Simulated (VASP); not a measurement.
# H2C48O in VASP: single point with PBE+D3(BJ)

Aim: the single point of H2C48O with PBE+D3(BJ).

All numbers are computed with VASP 6.6.1; they aren't measurements. Logs are shortened: lines on timing, memory, paths and dates and some standing lists are left out, and cuts for length are marked.

## Step 1: The cell of the first run

The cell holds a slab with vacuum, 51 atoms: a = 5.030 Å, b = 7.114 Å, c = 24.894 Å, α = 90.00°, β = 90.00°, γ = 90.00°.

## Step 2: Single point, PBE+D3(BJ)

Input file INCAR:

```
SYSTEM = H2C48O
PREC = Accurate ; ENCUT = 520
EDIFF = 1E-6 ; ISMEAR = 0
SIGMA = 0.05 ; LREAL = Auto
LASPH = .True. ; NELM = 100
ALGO = Normal ; ISIF = 2
LWAVE = .False. ; LCHARG = .False.
LDIPOL = .True. ; IDIPOL = 3
DIPOL = 0.5 0.5 0.463 ; GGA = PE
IVDW = 12 ; NBANDS = 131
```

Input file KPOINTS:

```
regular mesh
0
Gamma
  3 2 1
  0 0 0
```

Input file POSCAR:

```
H2C48O
1.0
    5.0301999808      0.0000000000      0.0000000000
    0.0000000000      7.1137770343      0.0000000000
    0.0000000000      0.0000000000     24.8939499760
C O H
48 1 2
Direct
    0.2500000000      0.5000000000      0.3213632231
    0.2500000000      0.0000000000      0.3213632231
    0.7500000000      0.5000000000      0.3213632231
    0.7500000000      0.0000000000      0.3213632231
    0.5000000000      0.6250000000      0.3213632231
    0.5000000000      0.1250000000      0.3213632231
    0.0000000000      0.6250000000      0.3213632231
    0.0000000000      0.1250000000      0.3213632231
    0.5000000000      0.7500000000      0.3718795131
    0.5000000000      0.2500000000      0.3718795131
    0.0000000000      0.7500000000      0.3718795131
    0.0000000000      0.2500000000      0.3718795131
    0.7500000000      0.8750000000      0.3718795131
    0.7500000000      0.3750000000      0.3718795131
    0.2500000000      0.8750000000      0.3718795131
    0.2500000000      0.3750000000      0.3718795131
    0.7500000000      0.0000000000      0.4223958030
    0.7500000000      0.5000000000      0.4223958030
    0.2500000000      0.0000000000      0.4223958030
    0.2500000000      0.5000000000      0.4223958030
    0.0000000000      0.1250000000      0.4223958030
    0.0000000000      0.6250000000      0.4223958030
    0.5000000000      0.1250000000      0.4223958030
    0.5000000000      0.6250000000      0.4223958030
    0.0000064133      0.2505655851      0.4726598528
    0.0000083215      0.7505854394      0.4726190489
    0.4999896151      0.2505441010      0.4726725394
    0.4999973977      0.7505356467      0.4726613292
    0.2500103849      0.3744558990      0.4726725394
    0.2500026023      0.8744643533      0.4726613292
    0.7499935867      0.3744344149      0.4726598528
    0.7499916785      0.8744145606      0.4726190489
    0.2500405268      0.5046134610      0.5247507049
    0.2499513331      0.0046069238      0.5247451490
    0.7499851775      0.5045637640      0.5247376539
    0.7500147143      0.0046547423      0.5247365845
    0.5000486669      0.6203930762      0.5247451490
    0.4999594732      0.1203865390      0.5247507049
   -0.0000147143      0.6203452577      0.5247365845
    0.0000148225      0.1204362360      0.5247376539
    0.4999832458      0.7646029656      0.5676008055
    0.4999837506      0.2646290853      0.5675856942
    0.0000745663      0.7647958942      0.5673752058
    0.0000046507      0.2646242461      0.5675712247
    0.7499254337      0.8602041058      0.5673752058
    0.7499953493      0.3603757539      0.5675712247
    0.2500167542      0.8603970344      0.5676008055
    0.2500162494      0.3603709147      0.5675856942
    0.8750000000      0.8125000000      0.7001895821
    0.7648157279      0.7377176398      0.7239362697
    0.9851842721      0.8872823602      0.7239362697
```

Potentials or basis: VASP PAW PBE potentials, release 64 (C, O, H).

The run is started by

```bash
$ cat potpaw_PBE.64/C/POTCAR potpaw_PBE.64/O/POTCAR potpaw_PBE.64/H/POTCAR > POTCAR
$ mpirun -np 1 vasp_std > vasp.out
```

OUTCAR:

```text
SYSTEM = H2C48O
   PREC = Accurate
   ENCUT = 520
   EDIFF = 1E-6
   ISMEAR = 0
   LREAL = Auto
   LASPH = .True.
   NELM = 100
   ISIF = 2
   GGA = PE
   IVDW = 12
 IVDW          = 12

 ion  position               nearest neighbor table
   1  0.250  0.500  0.321-   5 1.54   7 1.54  16 1.54
   2  0.250  0.000  0.321-   6 1.54   8 1.54  15 1.54
   3  0.750  0.500  0.321-   5 1.54   7 1.54  14 1.54
   4  0.750  0.000  0.321-   6 1.54   8 1.54  13 1.54
   5  0.500  0.625  0.321-   1 1.54   3 1.54   9 1.54
   6  0.500  0.125  0.321-   2 1.54   4 1.54  10 1.54
   7  0.000  0.625  0.321-   1 1.54   3 1.54  11 1.54
   8  0.000  0.125  0.321-   2 1.54   4 1.54  12 1.54
   9  0.500  0.750  0.372-  24 1.54  15 1.54  13 1.54   5 1.54
  10  0.500  0.250  0.372-  23 1.54  16 1.54  14 1.54   6 1.54
  11  0.000  0.750  0.372-  22 1.54  15 1.54  13 1.54   7 1.54
  12  0.000  0.250  0.372-  21 1.54  16 1.54  14 1.54   8 1.54
  13  0.750  0.875  0.372-  17 1.54  11 1.54   9 1.54   4 1.54
  14  0.750  0.375  0.372-  18 1.54  12 1.54  10 1.54   3 1.54
[... 24 lines left out ...]
  39  1.000  0.620  0.525-  43 1.48  35 1.50  33 1.50  26 1.59
  40  0.000  0.120  0.525-  44 1.48  34 1.50  36 1.50  25 1.59
  41  0.500  0.765  0.568-  45 1.43  47 1.43  37 1.48
  42  0.500  0.265  0.568-  48 1.43  46 1.43  38 1.48
  43  0.000  0.765  0.567-  47 1.43  45 1.43  39 1.48
  44  0.000  0.265  0.568-  48 1.43  46 1.43  40 1.48
  45  0.750  0.860  0.567-  41 1.43  43 1.43  36 1.48
  46  0.750  0.360  0.568-  42 1.43  44 1.43  35 1.48
  47  0.250  0.860  0.568-  43 1.43  41 1.43  34 1.48
  48  0.250  0.360  0.568-  42 1.43  44 1.43  33 1.48
  49  0.875  0.812  0.700-  50 0.97  51 0.97
  50  0.765  0.738  0.724-  49 0.97
  51  0.985  0.887  0.724-  49 0.97

  LATTYP: Found a simple orthorhombic cell.
 ALAT       =     5.0301999808
 B/A-ratio  =     1.4142135624
 C/A-ratio  =     4.9488986663

  Lattice vectors:

 A1 = (   5.0301999808,   0.0000000000,   0.0000000000)
 A2 = (   0.0000000000,   7.1137770343,   0.0000000000)
 A3 = (   0.0000000000,   0.0000000000,  24.8939499760)

Analysis of symmetry for initial positions (statically):
=====================================================================
 Subroutine PRICEL returns:
 Original cell was already a primitive cell.

 Routine SETGRP: Setting up the symmetry group for a
 simple orthorhombic supercell.

 Subroutine GETGRP returns: Found  2 space group operations
 (whereof  1 operations were pure point group operations)
 out of a pool of  8 trial point group operations.

The static configuration has the point symmetry C_1 .
 The point group associated with its full space group is C_2 .

Analysis of symmetry for dynamics (positions and initial velocities):
=====================================================================
 Subroutine PRICEL returns:
 Original cell was already a primitive cell.

 Routine SETGRP: Setting up the symmetry group for a
 simple orthorhombic supercell.

 Subroutine GETGRP returns: Found  2 space group operations
 (whereof  1 operations were pure point group operations)
 out of a pool of  8 trial point group operations.

The dynamic configuration has the point symmetry C_1 .
 The point group associated with its full space group is C_2 .

 Subroutine INISYM returns: Found  2 space group operations
 (whereof  1 operations are pure point group operations),
 and found     1 'primitive' translations

----------------------------------------------------------------------------------------

                                     Primitive cell

  volume of cell :     890.7982

  direct lattice vectors                    reciprocal lattice vectors
     5.030199981  0.000000000  0.000000000     0.198799253  0.000000000  0.000000000
     0.000000000  7.113777034  0.000000000     0.000000000  0.140572300  0.000000000
     0.000000000  0.000000000 24.893949976     0.000000000  0.000000000  0.040170403

  length of vectors
     5.030199981  7.113777034 24.893949976     0.198799253  0.140572300  0.040170403

  position of ions in fractional coordinates (direct lattice)
     0.250000000  0.500000000  0.321363223
     0.250000000  0.000000000  0.321363223
     0.750000000  0.500000000  0.321363223
     0.750000000  0.000000000  0.321363223
     0.500000000  0.625000000  0.321363223
     0.500000000  0.125000000  0.321363223
[... 43 lines left out ...]
     0.764815728  0.737717640  0.723936270
     0.985184272  0.887282360  0.723936270

  ion indices of the primitive-cell ions
   primitive index   ion index
                 1           1
                 2           2
                 3           3
                 4           4
                 5           5
                 6           6
[... 43 lines left out ...]
                50          50
                51          51

----------------------------------------------------------------------------------------

 KPOINTS: regular mesh

Automatic generation of k-mesh.
 Grid dimensions read from file:
 generate k-points for:    3    2    1

 Generating k-lattice:

  Cartesian coordinates                     Fractional coordinates (reciprocal lattice)
     0.066266418  0.000000000  0.000000000     0.333333333  0.000000000  0.000000000
     0.000000000  0.070286150  0.000000000     0.000000000  0.500000000  0.000000000
     0.000000000  0.000000000  0.040170403     0.000000000  0.000000000  1.000000000

  Length of vectors
     0.066266418  0.070286150  0.040170403

  Shift w.r.t. Gamma in fractional coordinates (k-lattice)
     0.000000000  0.000000000  0.000000000

 Subroutine IBZKPT returns following result:
 ===========================================

 Found      4 irreducible k-points:

 Following reciprocal coordinates:
            Coordinates               Weight
  0.000000  0.000000  0.000000      1.000000
  0.333333  0.000000  0.000000      2.000000
  0.000000  0.500000  0.000000      1.000000
  0.333333  0.500000  0.000000      2.000000
   k-points           NKPTS =      4   k-points in BZ     NKDIM =      4   number of bands    NBANDS=    131
   number of dos      NEDOS =    301   number of ions     NIONS =     51
   total plane-waves  NPLWV = 414720
   dimension x,y,z NGX =    40 NGY =   54 NGZ =  192
   dimension x,y,z NGXF=    80 NGYF=  108 NGZF=  384
   ions per type =              48   1   2
   NGX,Y,Z   is equivalent  to a cutoff of  13.22, 12.62, 12.82 a.u.
   NGXF,Y,Z  is equivalent  to a cutoff of  26.44, 25.24, 25.64 a.u.
 SYSTEM =  H2C48O
   PREC   = accura    normal or accurate (medium, high low for compatibility)
   ISTART =      0    job   : 0-new  1-cont  2-samecut
   ICHARG =      2    charge: 1-file 2-atom 10-const
   ISPIN  =      1    spin polarized calculation?
   LNONCOLLINEAR =      F non collinear calculations
   LSORBIT =      F    spin-orbit coupling
   LASPH  =      T    aspherical Exc in radial PAW
   ENCUT  =  520.0 eV  38.22 Ry    6.18 a.u.   9.35 13.23 46.29*2*pi/ulx,y,z
   NELM   =    100;   NELMIN=  2; NELMDL= -5     # of ELM steps
   EDIFF  = 0.1E-05   stopping-criterion for ELM
   LREAL  =      T    real-space projection
   EDIFFG = 0.1E-04   stopping-criterion for IOM
   NSW    =      0    number of steps for IOM
   IBRION =     -1    ionic relax: 0-MD 1-quasi-New 2-CG
   NFREE  =      0    steps in history (QN), initial steepest desc. (CG)
   ISIF   =      2    stress and relaxation
   ISYM   =      2    0-nonsym 1-usesym 2-fastsym
   POTIM  = 0.5000    time-step for ionic-motion
   TEBEG  =    0.0;   TEEND  =   0.0 temperature during run
   PSTRESS=    0.0 pullay stress
   NELECT =     200.0000    total number of electrons
   NUPDOWN=      -1.0000    fix difference up-down
   EMIN   =  10.00;   EMAX   =-10.00  energy-range for DOS
   EFERMI =   0.00;   METHOD = LEGACY
   ISMEAR =     0;   SIGMA  =   0.05  broadening in eV -4-tet -1-fermi 0-gaus
   EFERMI_NEDOS =   21; number of points for ismear=-14 and -15
   IALGO  =     38    algorithm
   IMIX   =      4    mixing-type and parameters
     AMIX     =   0.40;   BMIX     =  1.00
     AMIX_MAG =   1.60;   BMIX_MAG =  1.00
  volume/ion in A,a.u.               =      17.47       117.87
  Fermi-wavevector in a.u.,A,eV,Ry     =   0.995005  1.880286 13.470231  0.990034
  Thomas-Fermi vector in A             =   2.126995
   LORBIT       =      0    0 simple, 1 ext, 2 COOP (PROOUT), +10 PAW based schemes
   GGA     = PE    functional components
   LHFCALC =     F    Hartree Fock is set to
   AEXX    =    0.0000 exact exchange contribution
   IVDW    =    12    specifies the selected vdW correction
   LEPSILON=     F    determine dielectric tensor
   LRPA    =     F    only Hartree local field effects (RPA)
 non-spin polarized calculation
 Gauss-broadening in eV      SIGMA  =   0.05
  energy-cutoff  :      520.00
  volume of cell :      890.80
 maximum number of plane-waves:     24062
 NGX is ok and might be reduce to    40
   NGX = 19   NGY = 27   NGZ = 93

 dipolmoment           0.000000      0.000000      0.378157 electrons x Angstroem

 number of electron     200.0000025 magnetization

 dipolmoment           0.000000      0.000000     -0.482669 electrons x Angstroem

 Free energy of the ion-electron system (eV)
  ---------------------------------------------------
  ext. energy  EPLUGINS =         0.00000000
  ---------------------------------------------------
  free energy    TOTEN  =      -423.69076215 eV

  energy without entropy =     -423.67452488  energy(sigma->0) =     -423.68264351

 E-fermi :  -0.2678     XC(G=0):  -5.1443

 val. band max:       -0.3579236005   @ k =   0.0000   0.0000   0.0000
 cond. band min:      -0.2502707305   @ k =   0.3333   0.0000   0.0000
 fundamental gap:      0.1076528700
 Fermi energy:        -0.2678056115

 k-point     1 :       0.0000    0.0000    0.0000
  band No.  band energies     occupation
      1     -22.1376      2.00000
      2     -21.2705      2.00000
      3     -20.7622      2.00000
      4     -19.9665      2.00000
      5     -19.7649      2.00000
      6     -18.6404      2.00000
[... 104 lines left out ...]
    111       4.1926      0.00000
    112       4.6736      0.00000
[... 343 lines left out ...]
    111       5.3261      0.00000
    112       5.3949      0.00000
 [bands above 112 left out]

------------------------ aborting loop because EDIFF is reached ----------------------------------------

 vacuum level on the upper side and lower side of the slab       (xc-potential included)        -1.230         1.106

 Edisp (eV)   -7.58055

 E8    (eV) :    -2.2680

  FORCE on cell =-STRESS in cart. coord.  units (eV):
  Direction    XX          YY          ZZ          XY          YZ          ZX
  --------------------------------------------------------------------------------------
  -------------------------------------------------------------------------------------
  Total     -12.63711    22.37876    -8.36044     0.09416     0.00000     0.00000
  in kB     -22.72894    40.25014   -15.03697     0.16936     0.00000     0.00000
  external pressure =        0.83 kB  Pullay stress =        0.00 kB

 VOLUME and BASIS-vectors are now :
 -----------------------------------------------------------------------------
  energy-cutoff  :      520.00
  volume of cell :      890.80
      direct lattice vectors                 reciprocal lattice vectors
     5.030199981  0.000000000  0.000000000     0.198799253  0.000000000  0.000000000
     0.000000000  7.113777034  0.000000000     0.000000000  0.140572300  0.000000000
     0.000000000  0.000000000 24.893949976     0.000000000  0.000000000  0.040170403

 POSITION                                       TOTAL-FORCE (eV/Angst)
 -----------------------------------------------------------------------------------
      1.25755      3.55689      8.00000         0.000754      4.568696      0.989975
      1.25755      0.00000      8.00000         0.001963      4.568182      0.998310
      3.77265      3.55689      8.00000        -0.000745      4.571844      1.003026
      3.77265      0.00000      8.00000         0.000099      4.567657      0.995015
      2.51510      4.44611      8.00000        -0.001963     -4.568182      0.998310
      2.51510      0.88922      8.00000        -0.000754     -4.568696      0.989975
[... 43 lines left out ...]
      3.84718      5.24796     18.02163        -0.090695     -0.087102      0.041943
      4.95567      6.31193     18.02163         0.090695      0.087102      0.041943
 -----------------------------------------------------------------------------------
    total drift:                                0.000003     -0.000037     -0.023597

  FREE ENERGIE OF THE ION-ELECTRON SYSTEM (eV)
  ---------------------------------------------------
  free  energy   TOTEN  =      -431.2713168961 eV

  energy  without entropy=     -431.2550796250  energy(sigma->0) =     -431.26319826

 vacuum level on the upper side and lower side of the slab         3.258         5.693
```

Wall time 10 min (1 thread of Intel Xeon 6975P-C (Granite Rapids), shared host); peak memory 0.96 GiB.

Results:

* Free energy: -431.2713 eV
* Largest force: 4.681 eV/Å
* Band gap on the k mesh: zero (bands 100 and 101 overlap by 0.11 eV)
* Dispersion energy per atom: -0.149 eV

Forces in eV/Å, atoms in the order of the input:
```
C    0.001  4.569  0.990
C    0.002  4.568  0.998
C   -0.001  4.572  1.003
C    0.000  4.568  0.995
C   -0.002 -4.568  0.998
C   -0.001 -4.569  0.990
C    0.000 -4.568  0.995
C    0.001 -4.572  1.003
C    0.004  1.017 -1.127
C   -0.004  1.024 -1.114
C   -0.004  1.020 -1.129
C    0.005  1.018 -1.132
C    0.004 -1.020 -1.129
C   -0.005 -1.018 -1.132
C   -0.004 -1.017 -1.127
C    0.004 -1.024 -1.114
C   -0.002  0.481  0.102
C   -0.002  0.476  0.110
C    0.002  0.476  0.103
C    0.002  0.473  0.100
C    0.002 -0.476  0.110
C    0.002 -0.481  0.102
C   -0.002 -0.473  0.100
C   -0.002 -0.476  0.103
C    0.000 -0.006  0.007
C    0.000 -0.004  0.006
C    0.000 -0.005  0.008
C    0.000 -0.005  0.008
C    0.000  0.005  0.008
C    0.000  0.005  0.008
C    0.000  0.006  0.007
C    0.000  0.004  0.006
C    0.001  0.005 -0.012
C   -0.001  0.006 -0.014
C    0.000  0.006 -0.011
C    0.001  0.008 -0.011
C    0.001 -0.006 -0.014
C   -0.001 -0.005 -0.012
C   -0.001 -0.008 -0.011
C    0.000 -0.006 -0.011
C    0.000 -0.015  0.032
C    0.000 -0.016  0.029
C    0.002 -0.013  0.030
C   -0.001 -0.015  0.029
C   -0.002  0.013  0.030
C    0.001  0.015  0.029
C    0.000  0.015  0.032
C    0.000  0.016  0.029
O    0.000  0.000 -0.085
H   -0.091 -0.087  0.042
H    0.091  0.087  0.042
```

Levels at points of the mesh, in eV from the Fermi level:
```tsv
k point	band 98	band 99	band 100	band 101	band 102	band 103
(0.00, 0.00, 0.00)	-0.18	-0.18	-0.09	-0.09	0.05	0.09
(0.00, 0.50, 0.00)	-0.34	-0.33	-0.32	0.10	0.10	0.12
```

Caveat: the k points lie up to 0.44 Å⁻¹ apart.
